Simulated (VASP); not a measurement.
Write the native input for VASP 6.6.1 that does the following.

```yaml
Task: electric field gradients
Functional: r2SCAN
Potentials_or_basis: VASP PAW PBE potentials, release 64 (Li_sv, Se)
Cutoff: 720 eV
k_mesh: 8 × 8 × 8
Occupations: fermi-dirac, width 0.03 eV
Spin: no spin polarisation
Dipole_correction: no
Further_INCAR_settings: ALGO = Normal; EDIFF = 1e-08; NBANDS = 13
```

Li2Se:

```
Li Se
1.0
     0.00000    2.81911    2.81911
     2.81911    0.00000    2.81911
     2.81911    2.81911    0.00000
Li Se
2 1
Direct
  0.75000 0.75000 0.75000
  0.25000 0.25000 0.25000
  0.00000 0.00000 0.00000
```

One way to write it, as run:

POSCAR

```
Li2Se
1.0
    0.0000000000      2.8191122045      2.8191122045
    2.8191122045      0.0000000000      2.8191122045
    2.8191122045      2.8191122045      0.0000000000
Li Se
2 1
Direct
    0.7500000000      0.7500000000      0.7500000000
    0.2500000000      0.2500000000      0.2500000000
    0.0000000000      0.0000000000      0.0000000000
```

INCAR.step1

```
SYSTEM = Li2Se
  PREC = Accurate
  ENCUT = 720
  ISMEAR = -1
  SIGMA = 0.03
  LREAL = .FALSE.
  LASPH = .TRUE.
  NELM = 120
  NBANDS = 13
  GGA = PE
  ALGO = Normal
  EDIFF = 1E-5
  LWAVE = .TRUE.
  LCHARG = .FALSE.
  GGA_COMPAT = .FALSE.
```

INCAR.step2

```
SYSTEM = Li2Se
  PREC = Accurate
  ENCUT = 720
  EDIFF = 1E-8
  ISMEAR = -1
  SIGMA = 0.03
  LREAL = .FALSE.
  LASPH = .TRUE.
  NELM = 120
  ALGO = Normal
  ISIF = 2
  LWAVE = .FALSE.
  LCHARG = .FALSE.
  METAGGA = R2SCAN
  LMIXTAU = .TRUE.
  LEFG = .TRUE.
  NBANDS = 13
  ISTART = 1
  GGA_COMPAT = .FALSE.
```

KPOINTS

```
Automatic mesh
0
G
  8 8 8
  0 0 0
```

Potentials or basis: VASP PAW PBE potentials, release 64 (Li_sv, Se).

Launch:

```bash
$ cat potpaw_PBE.64/Li_sv/POTCAR potpaw_PBE.64/Se/POTCAR > POTCAR
$ cp INCAR.step1 INCAR
$ mpirun -np 1 vasp_std > vasp.out
$ cp INCAR.step2 INCAR
$ mpirun -np 1 vasp_std > vasp.out
```

Results of the run:

The pressure is 8.4 GPa, the band gap on the k mesh is 3.28 eV (least direct gap 5.04 eV) and the largest electric field gradient by atom is zero within the noise of the run.

Caveat: the cell stands under pressure; the PAW data sets were made with another functional, which shifts forces and pressure a little.

Run time: 72 s on 1 thread of Intel(R) Xeon(R) 6975P-C (Granite Rapids) (shared host), peak memory 0.22 GiB.
